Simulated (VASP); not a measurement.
AsP:

```
P As
1.0
     1.84263    1.06384    3.32627
    -1.84263    1.06384    3.32627
     0.00000   -2.12769    3.32627
P As
1 1
Direct
  0.77252 0.77252 0.77252
  0.22748 0.22748 0.22748
```

| Item | Value |
| --- | --- |
| Program | VASP 6.6.1 |
| Task | relaxation of cell and atoms |
| Functional | PBEsol |
| Potentials or basis | VASP PAW PBE potentials, release 64 (P, As) |
| Cutoff | 600 eV |
| k mesh | 12 × 12 × 12 |
| Occupations | gaussian, width 0.1 eV |
| Spin | no spin polarisation |

At the start: pressure -3.4 GPa; volume 19.56 Å³/atom.

Task: Where does the relaxation end?

Result: Over 12 steps the energy falls by 13.7 meV/atom and the volume is 18.30 Å³/atom (-6.4 %); space group R3m (No. 160, to 0.05 Å).

The path:
| step | energy change (eV) | largest force (eV/Å) | pressure (GPa) | volume (Å³) |
| --- | --- | --- | --- | --- |
| 1 | 0.0000 | 0.0068 | -3.42 | 39.12 |
| 2 | -0.0137 | 0.3956 | 1.77 | 36.80 |
| 3 | -0.0178 | 0.2616 | -0.01 | 37.53 |
| 4 | -0.0228 | 0.1229 | -0.04 | 37.22 |
| 5 | -0.0251 | 0.0473 | -0.07 | 36.79 |
| 6 | -0.0267 | 0.0277 | 0.12 | 36.63 |
| 7 | -0.0273 | 0.0038 | 0.30 | 36.46 |
| 8 | -0.0273 | 0.0351 | -0.33 | 36.70 |
| 9 | -0.0274 | 0.0193 | -0.01 | 36.58 |
| 10 | -0.0275 | 0.0011 | 0.02 | 36.59 |
| 11 | -0.0275 | 0.0011 | 0.02 | 36.59 |
| 12 | -0.0275 | 0.0015 | 0.00 | 36.61 |

Final structure:
```yaml
crystal:
  lattice:
    - [1.81909, 1.05025, 3.19335]
    - [-1.81909, 1.05025, 3.19335]
    - [0.00000, -2.10050, 3.19335]
  atoms:
    - { symbol: P, position: [0.76940, 0.76940, 0.76940] }
    - { symbol: As, position: [0.23060, 0.23060, 0.23060] }
```

Caveat: the PAW data sets were made with another functional, which shifts forces and pressure a little.
